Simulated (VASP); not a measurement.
# Si4Te (Pm-3m) in VASP: single point with PBE

Aim: the single point of Si4Te with PBE.

Everything below comes from runs of VASP 6.6.1. Logs are shortened: lines on timing, memory, paths and dates and some standing lists are left out, and cuts for length are marked.

## Step 1: The cell of the first run

It takes space group Pm-3m (No. 221, cubic). Conventional cell: a = 4.754 Å, b = 4.754 Å, c = 4.754 Å, α = 90.00°, β = 90.00°, γ = 90.00°. Within 3.1 Å of Si (site symmetry 4/mmm) lie 2 Te at 2.38 Å. Within 4.4 Å of Si (site symmetry m-3m) lie 12 Si at 3.36 Å and 8 Te at 4.12 Å. Te (site symmetry m-3m) has 6 Si at 2.38 Å within 3.1 Å.

## Step 2: Single point, PBE

Input file INCAR:

```
SYSTEM = Si4Te
  PREC = Accurate
  ENCUT = 520
  EDIFF = 1E-7
  ISMEAR = 0
  SIGMA = 0.1
  LREAL = .False.
  LASPH = .True.
  NELM = 60
  ALGO = Normal
  ISIF = 2
  LWAVE = .False.
  LCHARG = .False.
  GGA = PE
  NBANDS = 19
```

Input file KPOINTS:

```
Automatic mesh
0
Gamma
  4 4 4
  0 0 0
```

Input file POSCAR:

```
Si4Te
1.0
    4.7544193300      0.0000000000      0.0000000000
    0.0000000000      4.7544193300      0.0000000000
    0.0000000000      0.0000000000      4.7544193300
Si Te
4 1
Direct
    0.5000000000      0.0000000000      0.0000000000
    0.0000000000      0.5000000000      0.0000000000
    0.0000000000      0.0000000000      0.5000000000
    0.5000000000      0.5000000000      0.5000000000
    0.0000000000      0.0000000000      0.0000000000
```

Potentials or basis: VASP PAW PBE potentials, release 64 (Si, Te).

The run is started by

```console
> cat potpaw_PBE.64/Si/POTCAR potpaw_PBE.64/Te/POTCAR > POTCAR
> mpirun -np 1 vasp_std > vasp.out
```

OUTCAR:

```text
SYSTEM = Si4Te
   PREC = Accurate
   ENCUT = 520
   EDIFF = 1E-7
   ISMEAR = 0
   LREAL = .False.
   LASPH = .True.
   NELM = 60
   ISIF = 2
   GGA = PE

 ion  position               nearest neighbor table
   1  0.500  0.000  0.000-   5 2.38   5 2.38
   2  0.000  0.500  0.000-   5 2.38   5 2.38
   3  0.000  0.000  0.500-   5 2.38   5 2.38
   4  0.500  0.500  0.500-
   5  0.000  0.000  0.000-   1 2.38   2 2.38   3 2.38   3 2.38   2 2.38   1 2.38

  LATTYP: Found a simple cubic cell.
 ALAT       =     4.7544193300

  Lattice vectors:

 A1 = (   4.7544193300,   0.0000000000,   0.0000000000)
 A2 = (   0.0000000000,   4.7544193300,   0.0000000000)
 A3 = (   0.0000000000,   0.0000000000,   4.7544193300)

Analysis of symmetry for initial positions (statically):
=====================================================================
 Subroutine PRICEL returns:
 Original cell was already a primitive cell.

 Routine SETGRP: Setting up the symmetry group for a
 simple cubic supercell.

 Subroutine GETGRP returns: Found 48 space group operations
 (whereof 48 operations were pure point group operations)
 out of a pool of 48 trial point group operations.

The static configuration has the point symmetry O_h .

Analysis of symmetry for dynamics (positions and initial velocities):
=====================================================================
 Subroutine PRICEL returns:
 Original cell was already a primitive cell.

 Routine SETGRP: Setting up the symmetry group for a
 simple cubic supercell.

 Subroutine GETGRP returns: Found 48 space group operations
 (whereof 48 operations were pure point group operations)
 out of a pool of 48 trial point group operations.

The dynamic configuration has the point symmetry O_h .

 Subroutine INISYM returns: Found 48 space group operations
 (whereof 48 operations are pure point group operations),
 and found     1 'primitive' translations

----------------------------------------------------------------------------------------

                                     Primitive cell

  volume of cell :     107.4713

  direct lattice vectors                    reciprocal lattice vectors
     4.754419330  0.000000000  0.000000000     0.210330627  0.000000000  0.000000000
     0.000000000  4.754419330  0.000000000     0.000000000  0.210330627  0.000000000
     0.000000000  0.000000000  4.754419330     0.000000000  0.000000000  0.210330627

  length of vectors
     4.754419330  4.754419330  4.754419330     0.210330627  0.210330627  0.210330627

  position of ions in fractional coordinates (direct lattice)
     0.500000000  0.000000000  0.000000000
     0.000000000  0.500000000  0.000000000
     0.000000000  0.000000000  0.500000000
     0.500000000  0.500000000  0.500000000
     0.000000000  0.000000000  0.000000000

  ion indices of the primitive-cell ions
   primitive index   ion index
                 1           1
                 2           2
                 3           3
                 4           4
                 5           5

----------------------------------------------------------------------------------------

 KPOINTS: Automatic mesh

Automatic generation of k-mesh.
 Grid dimensions read from file:
 generate k-points for:    4    4    4

 Generating k-lattice:

  Cartesian coordinates                     Fractional coordinates (reciprocal lattice)
     0.052582657  0.000000000  0.000000000     0.250000000  0.000000000  0.000000000
     0.000000000  0.052582657  0.000000000     0.000000000  0.250000000  0.000000000
     0.000000000  0.000000000  0.052582657     0.000000000  0.000000000  0.250000000

  Length of vectors
     0.052582657  0.052582657  0.052582657

  Shift w.r.t. Gamma in fractional coordinates (k-lattice)
     0.000000000  0.000000000  0.000000000

 Subroutine IBZKPT returns following result:
 ===========================================

 Found     10 irreducible k-points:

 Following reciprocal coordinates:
            Coordinates               Weight
  0.000000  0.000000  0.000000      1.000000
  0.250000  0.000000  0.000000      6.000000
  0.500000  0.000000  0.000000      3.000000
  0.250000  0.250000  0.000000     12.000000
  0.500000  0.250000  0.000000     12.000000
  0.500000  0.500000  0.000000      3.000000
  0.250000  0.250000  0.250000      8.000000
  0.500000  0.250000  0.250000     12.000000
  0.500000  0.500000  0.250000      6.000000
  0.500000  0.500000  0.500000      1.000000
   k-points           NKPTS =     10   k-points in BZ     NKDIM =     10   number of bands    NBANDS=     19
   number of dos      NEDOS =    301   number of ions     NIONS =      5
   total plane-waves  NPLWV =  46656
   dimension x,y,z NGX =    36 NGY =   36 NGZ =   36
   dimension x,y,z NGXF=    72 NGYF=   72 NGZF=   72
   ions per type =               4   1
   NGX,Y,Z   is equivalent  to a cutoff of  12.59, 12.59, 12.59 a.u.
   NGXF,Y,Z  is equivalent  to a cutoff of  25.18, 25.18, 25.18 a.u.
 SYSTEM =  Si4Te
   PREC   = accura    normal or accurate (medium, high low for compatibility)
   ISTART =      0    job   : 0-new  1-cont  2-samecut
   ICHARG =      2    charge: 1-file 2-atom 10-const
   ISPIN  =      1    spin polarized calculation?
   LNONCOLLINEAR =      F non collinear calculations
   LSORBIT =      F    spin-orbit coupling
   LASPH  =      T    aspherical Exc in radial PAW
   ENCUT  =  520.0 eV  38.22 Ry    6.18 a.u.   8.84  8.84  8.84*2*pi/ulx,y,z
   NELM   =     60;   NELMIN=  2; NELMDL= -5     # of ELM steps
   EDIFF  = 0.1E-06   stopping-criterion for ELM
   LREAL  =      F    real-space projection
   EDIFFG = 0.1E-05   stopping-criterion for IOM
   NSW    =      0    number of steps for IOM
   IBRION =     -1    ionic relax: 0-MD 1-quasi-New 2-CG
   NFREE  =      0    steps in history (QN), initial steepest desc. (CG)
   ISIF   =      2    stress and relaxation
   ISYM   =      2    0-nonsym 1-usesym 2-fastsym
   POTIM  = 0.5000    time-step for ionic-motion
   TEBEG  =    0.0;   TEEND  =   0.0 temperature during run
   PSTRESS=    0.0 pullay stress
   NELECT =      22.0000    total number of electrons
   NUPDOWN=      -1.0000    fix difference up-down
   EMIN   =  10.00;   EMAX   =-10.00  energy-range for DOS
   EFERMI =   0.00;   METHOD = LEGACY
   ISMEAR =     0;   SIGMA  =   0.10  broadening in eV -4-tet -1-fermi 0-gaus
   EFERMI_NEDOS =   21; number of points for ismear=-14 and -15
   IALGO  =     38    algorithm
   IMIX   =      4    mixing-type and parameters
     AMIX     =   0.40;   BMIX     =  1.00
     AMIX_MAG =   1.60;   BMIX_MAG =  1.00
  volume/ion in A,a.u.               =      21.49       145.05
  Fermi-wavevector in a.u.,A,eV,Ry     =   0.964832  1.823268 12.665667  0.930900
  Thomas-Fermi vector in A             =   2.094497
   LORBIT       =      0    0 simple, 1 ext, 2 COOP (PROOUT), +10 PAW based schemes
   GGA     = PE    functional components
   LHFCALC =     F    Hartree Fock is set to
   AEXX    =    0.0000 exact exchange contribution
   IVDW    =     0    specifies the selected vdW correction
   LEPSILON=     F    determine dielectric tensor
   LRPA    =     F    only Hartree local field effects (RPA)
 non-spin polarized calculation
 Gauss-broadening in eV      SIGMA  =   0.10
  energy-cutoff  :      520.00
  volume of cell :      107.47
 maximum number of plane-waves:      2945
 NGX is ok and might be reduce to    36
   NGX = 17   NGY = 17   NGZ = 17

 number of electron      21.9999999 magnetization

 Free energy of the ion-electron system (eV)
  ---------------------------------------------------
  ext. energy  EPLUGINS =         0.00000000
  ---------------------------------------------------
  free energy    TOTEN  =       -15.61811947 eV

  energy without entropy =      -15.59987303  energy(sigma->0) =      -15.60899625

 E-fermi :   6.9892     XC(G=0):  -9.8187

 val. band max:        6.9475435826   @ k =   0.2500   0.0000   0.0000
 cond. band min:       6.9959732654   @ k =   0.5000   0.2500   0.2500
 fundamental gap:      0.0484296828
 Fermi energy:         6.9892433981

 k-point     1 :       0.0000    0.0000    0.0000
  band No.  band energies     occupation
      1      -8.9939      2.00000
      2      -0.6445      2.00000
      3      -0.6445      2.00000
      4      -0.6445      2.00000
      5      -0.5678      2.00000
      6       0.5408      2.00000
[... 11 lines left out ...]
     18      11.3052      0.00000
     19      11.3054      0.00000

 k-point     2 :       0.2500    0.0000    0.0000
  band No.  band energies     occupation
      1      -8.8431      2.00000
      2      -2.6477      2.00000
      3      -0.5264      2.00000
      4      -0.5264      2.00000
      5       0.0516      2.00000
      6       0.6359      2.00000
[... 11 lines left out ...]
     18      10.3326      0.00000
     19      11.9368      0.00000

 k-point     3 :       0.5000    0.0000    0.0000
  band No.  band energies     occupation
      1      -8.6697      2.00000
      2      -3.5717      2.00000
      3      -0.3953      2.00000
      4      -0.3953      2.00000
      5       0.7394      2.00000
      6       0.8307      2.00000
[... 11 lines left out ...]
     18      10.0755      0.00000
     19      10.3258      0.00000

 k-point     4 :       0.2500    0.2500    0.0000
  band No.  band energies     occupation
      1      -8.6927      2.00000
      2      -2.5206      2.00000
      3      -2.3984      2.00000
      4      -0.4151      2.00000
      5       0.3404      2.00000
      6       1.4476      2.00000
[... 99 lines left out ...]
     18      10.6055      0.00000
     19      12.5281      0.00000

 k-point     9 :       0.5000    0.5000    0.2500
  band No.  band energies     occupation
      1      -8.1934      2.00000
      2      -3.0499      2.00000
      3      -3.0499      2.00000
      4      -1.9844      2.00000
      5       0.0806      2.00000
      6       3.4220      2.00000
[... 11 lines left out ...]
     18      11.1319      0.00000
     19      11.1319      0.00000

 k-point    10 :       0.5000    0.5000    0.5000
  band No.  band energies     occupation
      1      -8.0151      2.00000
      2      -2.9245      2.00000
      3      -2.9245      2.00000
      4      -2.9245      2.00000
      5       0.5012      2.00000
      6       2.6120      2.00000
[... 11 lines left out ...]
     18      10.6818      0.00000
     19      10.6818      0.00000

------------------------ aborting loop because EDIFF is reached ----------------------------------------

  FORCE on cell =-STRESS in cart. coord.  units (eV):
  Direction    XX          YY          ZZ          XY          YZ          ZX
  --------------------------------------------------------------------------------------
  -------------------------------------------------------------------------------------
  Total        8.9770280      8.9770280      8.9770280     -0.0000000     -0.0000000      0.0000000
  in kB      133.8291474    133.8291474    133.8291474     -0.0000000     -0.0000000      0.0000000
  external PRESSURE =     133.8291474 kB  Pullay stress =       0.0000000 kB

 VOLUME and BASIS-vectors are now :
 -----------------------------------------------------------------------------
  energy-cutoff  :      520.00
  volume of cell :      107.47
      direct lattice vectors                 reciprocal lattice vectors
     4.754419330  0.000000000  0.000000000     0.210330627  0.000000000  0.000000000
     0.000000000  4.754419330  0.000000000     0.000000000  0.210330627  0.000000000
     0.000000000  0.000000000  4.754419330     0.000000000  0.000000000  0.210330627

 POSITION                                       TOTAL-FORCE (eV/Angst)
 -----------------------------------------------------------------------------------
      2.37721      0.00000      0.00000         0.000000      0.000000      0.000000
      0.00000      2.37721      0.00000         0.000000      0.000000      0.000000
      0.00000      0.00000      2.37721         0.000000      0.000000      0.000000
      2.37721      2.37721      2.37721         0.000000      0.000000      0.000000
      0.00000      0.00000      0.00000         0.000000      0.000000      0.000000
 -----------------------------------------------------------------------------------
    total drift:                               -0.000000      0.000000     -0.000000

  FREE ENERGIE OF THE ION-ELECTRON SYSTEM (eV)
  ---------------------------------------------------
  free  energy   TOTEN  =       -15.6181194736 eV

  energy  without entropy=      -15.5998730342  energy(sigma->0) =      -15.60899625
```

Wall time 18 s (1 thread of Intel Xeon Platinum 8488C (Sapphire Rapids), shared host); peak memory 0.2 GiB.

What came out:

```
Free energy            : -15.6181 eV
Pressure               : 13.4 GPa
Band gap on the k mesh : zero (band 11 reaches 8.28 eV, above the bottom of band 12 at 6.49 eV)
```

Caveat: spin-orbit coupling is left out, which moves the levels of the heavy elements.
